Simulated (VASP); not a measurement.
Input of a VASP 6.6.1 run:

The input INCAR:

```
  ALGO = Normal
  EDIFF = 1E-6
  ENCUT = 910
  GGA = CA
  GGA_COMPAT = False
  ISIF = 2
  ISMEAR = 0
  LASPH = True
  LCHARG = False
  LREAL = False
  LWAVE = False
  NBANDS = 28
  NELM = 120
  PREC = Accurate
  SIGMA = 0.15
```

The input KPOINTS:

```
k-points
0
Gamma
  10 10 8
```

File POSCAR:

```
SnO
1.0
    4.0306000000      0.0000000000      0.0000000000
    0.0000000000      4.0306000000      0.0000000000
    0.0000000000      0.0000000000      4.4691000000
Sn O
2 2
Direct
    0.0000000000      0.5000000000      0.2457459271
    0.5000000000      0.0000000000      0.7542540729
    0.0000000000      0.0000000000      0.0000000000
    0.5000000000      0.5000000000      0.0000000000
```

Potentials or basis: VASP PAW LDA potentials, release 64 (Sn_d, O_h).

Launch:

```console
$ cat potpaw_LDA.64/Sn_d/POTCAR potpaw_LDA.64/O_h/POTCAR > POTCAR
$ mpirun -np 1 vasp_std > vasp.out
```

Problem. What does it give for the band gap on the k mesh?

Solution. 0.60 eV (least direct gap 1.63 eV).

Problem. What does it give for the largest force?

Solution. 0.635 eV/Å.

Stress tensor (GPa, compression positive):
```
-12.13   0.00   0.00
  0.00 -12.13   0.00
  0.00   0.00  -3.43
```

Caveat: the cutoff is under 1.25 times the usual one of these potentials, so pressure, stress and relaxed cells hold a basis-set (Pulay) error; the cell stands under tension; spin-orbit coupling is left out, which moves the levels of the heavy elements. A k mesh can miss the band edges.
